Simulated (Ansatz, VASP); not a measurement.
TaAs in VASP and in Ansatz

INCAR

```
PREC = Accurate
ENCUT = 500
EDIFF = 1E-6
ISMEAR = 0
SIGMA = 0.1
LREAL = F
LASPH = T
NELM = 120
ALGO = Normal
ISIF = 2
LWAVE = F
LCHARG = T
GGA = PE
LELF = T
LVHAR = T
NBANDS = 15
GGA_COMPAT = F
```

Contents of KPOINTS:

```
regular mesh
0
Gamma
  6 6 6
```

File POSCAR:

```
TaAs
1.0
    3.4184229829      0.0000000000      0.0000000000
   -1.7092114914      2.9604411440      0.0000000000
    0.0000000000      0.0000000000      3.4793120790
Ta As
1 1
Direct
    0.3333333333      0.6666666667      0.5000000000
    0.0000000000      0.0000000000      0.0000000000
```

Input for Ansatz:

```yaml
crystal:
  lattice:
    - [3.4184229829, 0.0, 0.0]
    - [-1.7092114914, 2.960441144, 0.0]
    - [0.0, 0.0, 3.479312079]
  atoms:
    - { symbol: Ta, position: [0.3333333333, 0.6666666667, 0.5] }
    - { symbol: As, position: [0.0, 0.0, 0.0] }
basis:
  ecutwfc: 420
kpoints:
  mp_grid: { grid: [6, 6, 6] }
hamiltonian:
  xc: pbe
scf:
  occupations: { method: gaussian, width: 0.1 }
  lower_state_search: "off"
output:
  forces: true
  stress: true
  eigenvalues: true
```

Change from the starting cell: species swapped into the CdAg type (Amm2, No. 38).

Alike in both runs: task single point; functional PBE; k mesh 6 × 6 × 6; occupations gaussian, width 0.1 eV; no spin polarisation.

|  | VASP | Ansatz |
| --- | --- | --- |
| version | VASP 6.6.1 | Ansatz 0.2.0 |
| potentials or method | VASP PAW PBE potentials, release 64 (Ta_pv, As), cutoff 500 eV | scalar-relativistic, plane waves, PAW |
| valence electrons in the cell | 16 | 28 |

|  | VASP | Ansatz | Ansatz less VASP |
| --- | --- | --- | --- |
| gap on the k mesh at the Fermi level (eV) | none | none | - |
| pressure (GPa) | 0.4 | 0.0 | -0.43 |
| traceless stress, the component that is largest in VASP (GPa) | 0.00 | -0.10 | -0.095 |

A gap of «none» marks a metal or a gap that the smearing closes. The functional is the same, so the differences come from potentials, cutoffs and numerics. VASP's potentials hold 16 valence electrons a cell and Ansatz's 28, so a difference there can come from the potentials and not from the codes.

Neither program's run includes spin-orbit coupling.
